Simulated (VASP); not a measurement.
A run of VASP 6.6.1 is set up as follows.

The input INCAR:

```
  ALGO = Normal
  EDIFF = 1E-6
  ENCUT = 520
  GGA = RP
  ISIF = 2
  ISMEAR = -1
  LASPH = T
  LCHARG = F
  LREAL = F
  LWAVE = F
  NBANDS = 24
  NELM = 60
  PREC = Accurate
  SIGMA = 0.1
```

The input KPOINTS:

```
k-points
0
Gamma
  8 8 11
```

File POSCAR:

```
Sc
1.0
    5.1447973280      0.0000000000      0.0000000000
   -2.5723986640      4.4555251833      0.0000000000
    0.0000000000      0.0000000000      3.2102572355
Sc
3
Direct
    0.0000000000      0.0000000000      0.0000000000
    0.3333333333      0.6666666667      0.5000000000
    0.6666666667      0.3333333333      0.5000000000
```

Potentials or basis: VASP PAW PBE potentials, release 64 (Sc_sv).

The run is started by

```sh
$ cat potpaw_PBE.64/Sc_sv/POTCAR > POTCAR
$ mpirun -np 1 vasp_std > vasp.out
```

Problem. Predict the pressure.

Solution. 2.2 GPa.

Stress tensor (GPa, compression positive):
```
2.11 0.00 0.00
0.00 2.11 0.00
0.00 0.00 2.23
```

Caveat: the PAW data sets were made with another functional, which shifts forces and pressure a little.
